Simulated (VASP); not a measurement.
# AlSe4 (I422) in VASP: further runs, part 2 of 2

VASP 6.6.1.

## Step 3: Relaxation of cell and atoms, PBE

Contents of INCAR:

```
SYSTEM = AlSe4
ALGO = Normal
EDIFF = 1E-6
EDIFFG = -0.04
ENCUT = 600
GGA = PE
IBRION = 2
ISIF = 3
ISMEAR = 0
LASPH = .True.
LCHARG = .False.
LREAL = .False.
LWAVE = .False.
NELM = 80
NSW = 90
PREC = Accurate
SIGMA = 0.1
```

Contents of KPOINTS:

```
k-points
0
Gamma
  4 4 4
  0 0 0
```

Contents of POSCAR:

```
AlSe4
1.0
   -3.1409747400      3.1409747400      3.3263406300
    3.1409747400     -3.1409747400      3.3263406300
    3.1409747400      3.1409747400     -3.3263406300
Al Se
1 4
Direct
    0.0000000000      0.0000000000      0.0000000000
    0.5298053300      0.4701946700      0.5000000000
    0.9701946700      0.0298053300      0.5000000000
    0.0298053300      0.5298053300      0.0596106600
    0.4701946700      0.9701946700      0.9403893400
```

Potentials or basis: VASP PAW PBE potentials, release 64 (Al, Se).

Launch:

```bash
$ cat potpaw_PBE.64/Al/POTCAR potpaw_PBE.64/Se/POTCAR > POTCAR
$ mpirun -np 1 vasp_std > vasp.out
```

OUTCAR:

```text
SYSTEM = AlSe4
   EDIFF = 1E-6
   EDIFFG = -0.04
   ENCUT = 600
   GGA = PE
   IBRION = 2
   ISIF = 3
   ISMEAR = 0
   LASPH = .True.
   LREAL = .False.
   NELM = 80
   NSW = 90
   PREC = Accurate

 ion  position               nearest neighbor table
   1  0.000  0.000  0.000-   4 2.79   5 2.79   2 2.79   3 2.79   3 2.79   2 2.79   4 2.79   5 2.79

   2  0.530  0.470  0.500-   1 2.79   1 2.79
   3  0.970  0.030  0.500-   1 2.79   1 2.79
   4  0.030  0.530  0.060-   1 2.79   1 2.79
   5  0.470  0.970  0.940-   1 2.79   1 2.79

  LATTYP: Found a body centered tetragonal cell.
 ALAT       =     6.2819494800
 C/A-ratio  =     1.0590154030

  Lattice vectors:

 A1 = (  -3.1409747400,   3.1409747400,   3.3263406300)
 A2 = (   3.1409747400,  -3.1409747400,   3.3263406300)
 A3 = (   3.1409747400,   3.1409747400,  -3.3263406300)

Analysis of symmetry for initial positions (statically):
=====================================================================
 Subroutine PRICEL returns:
 Original cell was already a primitive cell.

 Routine SETGRP: Setting up the symmetry group for a
 body centered tetragonal supercell.

 Subroutine GETGRP returns: Found  8 space group operations
 (whereof  8 operations were pure point group operations)
 out of a pool of 16 trial point group operations.

The static configuration has the point symmetry D_4 .

Analysis of symmetry for dynamics (positions and initial velocities):
=====================================================================
 Subroutine PRICEL returns:
 Original cell was already a primitive cell.

 Routine SETGRP: Setting up the symmetry group for a
 body centered tetragonal supercell.

 Subroutine GETGRP returns: Found  8 space group operations
 (whereof  8 operations were pure point group operations)
 out of a pool of 16 trial point group operations.

The dynamic configuration has the point symmetry D_4 .

 Subroutine INISYM returns: Found  8 space group operations
 (whereof  8 operations are pure point group operations),
 and found     1 'primitive' translations

----------------------------------------------------------------------------------------

                                     Primitive cell

  volume of cell :     131.2670

  direct lattice vectors                    reciprocal lattice vectors
    -3.140974740  3.140974740  3.326340630     0.000000000  0.159186253  0.150315333
     3.140974740 -3.140974740  3.326340630     0.159186253  0.000000000  0.150315333
     3.140974740  3.140974740 -3.326340630     0.159186253  0.159186253  0.000000000

  length of vectors
     5.549413178  5.549413178  5.549413178     0.218940546  0.218940546  0.225123358

  position of ions in fractional coordinates (direct lattice)
     0.000000000  0.000000000  0.000000000
     0.529805330  0.470194670  0.500000000
     0.970194670  0.029805330  0.500000000
     0.029805330  0.529805330  0.059610660
     0.470194670  0.970194670  0.940389340

  ion indices of the primitive-cell ions
   primitive index   ion index
                 1           1
                 2           2
                 3           3
                 4           4
                 5           5

----------------------------------------------------------------------------------------

 KPOINTS: k-points

[... 45 lines left out ...]
 SYSTEM =  AlSe4
   PREC   = accura    normal or accurate (medium, high low for compatibility)
   ISTART =      0    job   : 0-new  1-cont  2-samecut
   ICHARG =      2    charge: 1-file 2-atom 10-const
   ISPIN  =      1    spin polarized calculation?
   LNONCOLLINEAR =      F non collinear calculations
   LSORBIT =      F    spin-orbit coupling
   LASPH  =      T    aspherical Exc in radial PAW
   ENCUT  =  600.0 eV  44.10 Ry    6.64 a.u.  11.08 11.08 11.08*2*pi/ulx,y,z
   NELM   =     80;   NELMIN=  2; NELMDL= -5     # of ELM steps
   EDIFF  = 0.1E-05   stopping-criterion for ELM
   LREAL  =      F    real-space projection
   EDIFFG = -.4E-01   stopping-criterion for IOM
   NSW    =     90    number of steps for IOM
   IBRION =      2    ionic relax: 0-MD 1-quasi-New 2-CG
   NFREE  =      1    steps in history (QN), initial steepest desc. (CG)
   ISIF   =      3    stress and relaxation
   ISYM   =      2    0-nonsym 1-usesym 2-fastsym
   POTIM  = 0.5000    time-step for ionic-motion
   TEBEG  =    0.0;   TEEND  =   0.0 temperature during run
   PSTRESS=    0.0 pullay stress
   NELECT =      27.0000    total number of electrons
   NUPDOWN=      -1.0000    fix difference up-down
   EMIN   =  10.00;   EMAX   =-10.00  energy-range for DOS
   EFERMI =   0.00;   METHOD = LEGACY
   ISMEAR =     0;   SIGMA  =   0.10  broadening in eV -4-tet -1-fermi 0-gaus
   EFERMI_NEDOS =   21; number of points for ismear=-14 and -15
   IALGO  =     38    algorithm
   IMIX   =      4    mixing-type and parameters
     AMIX     =   0.40;   BMIX     =  1.00
     AMIX_MAG =   1.60;   BMIX_MAG =  1.00
  volume/ion in A,a.u.               =      26.25       177.17
  Fermi-wavevector in a.u.,A,eV,Ry     =   0.966372  1.826178 12.706132  0.933874
  Thomas-Fermi vector in A             =   2.096168
   LORBIT       =      0    0 simple, 1 ext, 2 COOP (PROOUT), +10 PAW based schemes
   GGA     = PE    functional components
   LHFCALC =     F    Hartree Fock is set to
   AEXX    =    0.0000 exact exchange contribution
   IVDW    =     0    specifies the selected vdW correction
   LEPSILON=     F    determine dielectric tensor
   LRPA    =     F    only Hartree local field effects (RPA)
 conjugate gradient relaxation of ions
 non-spin polarized calculation
 Gauss-broadening in eV      SIGMA  =   0.10
  energy-cutoff  :      600.00
  volume of cell :      131.27
 maximum number of plane-waves:      4414
 NGX is ok and might be reduce to    48
   NGX = 23   NGY = 23   NGZ = 23

--------------------------------------- Ionic step        1  -------------------------------------------

 number of electron      27.0000001 magnetization

 Free energy of the ion-electron system (eV)
  ---------------------------------------------------
  ext. energy  EPLUGINS =         0.00000000
  ---------------------------------------------------
  free energy    TOTEN  =       -16.38602386 eV

  energy without entropy =      -16.36303322  energy(sigma->0) =      -16.37452854

------------------------ aborting loop because EDIFF is reached ----------------------------------------

  FORCE on cell =-STRESS in cart. coord.  units (eV):
  Direction    XX          YY          ZZ          XY          YZ          ZX
  --------------------------------------------------------------------------------------
  -------------------------------------------------------------------------------------
  Total       -6.1912751     -6.1912751     -1.7041979      0.0000000      0.0000000      0.0000000
  in kB      -75.5675058    -75.5675058    -20.8005586      0.0000000      0.0000000      0.0000000
  external PRESSURE =     -57.3118567 kB  Pullay stress =       0.0000000 kB
[... 98 lines left out ...]
  FREE ENERGIE OF THE ION-ELECTRON SYSTEM (eV)
  ---------------------------------------------------
  free  energy   TOTEN  =       -16.8843865141 eV

  energy  without entropy=      -16.8587077829  energy(sigma->0) =      -16.87154715

 E-fermi :   5.1625     XC(G=0):  -9.7043

 val. band max:        5.1029995613   @ k =  -0.2500   0.2500   0.0000
 cond. band min:       5.1807451382   @ k =   0.2500   0.2500   0.0000
 fundamental gap:      0.0777455769
 Fermi energy:         5.1624870187

 k-point     1 :       0.0000    0.0000    0.0000
  band No.  band energies     occupation
      1     -11.0824      2.00000
      2      -7.9199      2.00000
      3      -7.9199      2.00000
      4      -5.8666      2.00000
      5      -2.5452      2.00000
      6      -1.3494      2.00000
[... 237 lines left out ...]
      4      -5.5295      2.00000
      5      -4.1237      2.00000
      6      -1.7763      2.00000
[... 9 lines left out ...]
     16       7.7196      0.00000
     17       8.4527      0.00000

[... ionic steps 4 to 20 ...]

--------------------------------------- Ionic step       21  -------------------------------------------

 number of electron      27.0000001 magnetization

------------------------ aborting loop because EDIFF is reached ----------------------------------------
[... 73 lines left out ...]
--------------------------------------- Ionic step       23  -------------------------------------------

 number of electron      27.0000001 magnetization

 Free energy of the ion-electron system (eV)
  ---------------------------------------------------
  ext. energy  EPLUGINS =         0.00000000
  ---------------------------------------------------
  free energy    TOTEN  =       -17.70417920 eV

  energy without entropy =      -17.68122124  energy(sigma->0) =      -17.69270022

 E-fermi :   4.0822     XC(G=0):  -9.1747

 val. band max:        4.0478504004   @ k =  -0.2500   0.2500   0.0000
 cond. band min:       4.1155766755   @ k =   0.2500   0.2500   0.0000
 fundamental gap:      0.0677262751
 Fermi energy:         4.0822432885

 k-point     1 :       0.0000    0.0000    0.0000
  band No.  band energies     occupation
      1     -11.5399      2.00000
      2      -8.8883      2.00000
      3      -8.8883      2.00000
      4      -6.8455      2.00000
      5      -3.1656      2.00000
      6      -2.0213      2.00000
[... 281 lines left out ...]
  FREE ENERGIE OF THE ION-ELECTRON SYSTEM (eV)
  ---------------------------------------------------
  free  energy   TOTEN  =       -17.7041792043 eV

  energy  without entropy=      -17.6812212373  energy(sigma->0) =      -17.69270022

 reached required accuracy - stopping structural energy minimisation
```

Run time: 11 min. Hardware: 1 thread of Intel Xeon Platinum 8375C at 2.90GHz (Ice Lake), shared host; peak memory 0.36 GiB.

What came out:

```
Free energy                            : -17.7042 eV
Relaxed volume                         : 24.30 Å³/atom
Relaxed cell                           : a = 5.536 Å, b = 5.536 Å, c = 5.536 Å, α = 119.13°, β = 119.13°, γ = 91.51°
Space group after relaxing (to 0.05 Å) : I4/mmm (No. 139)
Energy gained by relaxing              : 263.6 meV/atom
Ionic steps                            : 23
Pressure after relaxing                : 0.0 GPa
Largest force after relaxing           : 0.004 eV/Å
```

Forces on the atoms (eV/Å):
```
Al   0.000  0.000  0.000
Se  -0.003  0.003  0.000
Se   0.003 -0.003  0.000
Se   0.003  0.003  0.000
Se  -0.003 -0.003  0.000
```

The path:
```csv
step,energy change (eV),largest force (eV/Å),pressure (GPa),volume (Å³)
1,0.0000,0.3243,-5.73,131.27
2,-0.4925,0.1592,0.92,114.14
3,-0.4984,0.1411,1.86,112.57
4,-0.8270,0.1290,3.37,110.98
5,-0.1215,0.1072,16.40,103.90
6,-0.9588,0.1301,5.03,109.55
7,-0.9747,0.1556,6.68,108.46
8,-1.1351,0.2105,4.06,113.49
9,-1.1649,0.2362,2.22,118.46
10,-1.1671,0.2318,2.54,117.46
11,-1.2255,0.2409,0.73,119.91
12,-1.2352,0.2411,-0.35,121.57
13,-1.2353,0.2412,-0.27,121.46
14,-1.2416,0.2312,-0.20,121.27
15,-1.2579,0.2001,0.02,120.71
16,-1.2783,0.1400,0.47,119.59
17,-1.2718,0.0344,1.40,117.34
18,-1.2831,0.0937,0.85,118.66
19,-1.2908,0.0833,0.69,119.08
20,-1.3077,0.0502,0.22,120.36
21,-1.3141,0.0254,-0.67,122.94
22,-1.3161,0.0009,-0.38,122.09
23,-1.3182,0.0041,0.00,121.51
```

Final structure:
```
Al Se
1.0
    -2.80442    2.80442    3.86256
     2.80442   -2.80442    3.86256
     2.80442    2.80442   -3.86256
Al Se
1 4
Cartesian
  2.8044 2.8044 3.8626
  1.4043 1.4001 1.9313
  4.2045 -1.4001 1.9313
  1.4001 4.2045 1.9313
  -1.4001 1.4043 1.9313
```

Levels at points of the mesh, in eV from the Fermi level:
| k point | band 12 | band 13 | band 14 | band 15 | band 16 | band 17 |
| --- | --- | --- | --- | --- | --- | --- |
| (0.00, 0.00, 0.00) | -3.12 | 0.43 | 1.86 | 1.86 | 2.59 | 2.81 |
| (0.50, 0.00, 0.00) | -1.94 | -0.95 | -0.94 | 0.92 | 2.30 | 2.62 |
| (0.50, 0.50, 0.00) | -2.06 | -2.04 | -1.72 | -1.39 | -1.39 | 1.30 |
| (0.50, 0.50, 0.50) | -1.37 | 1.52 | 2.08 | 2.08 | 2.20 | 2.20 |
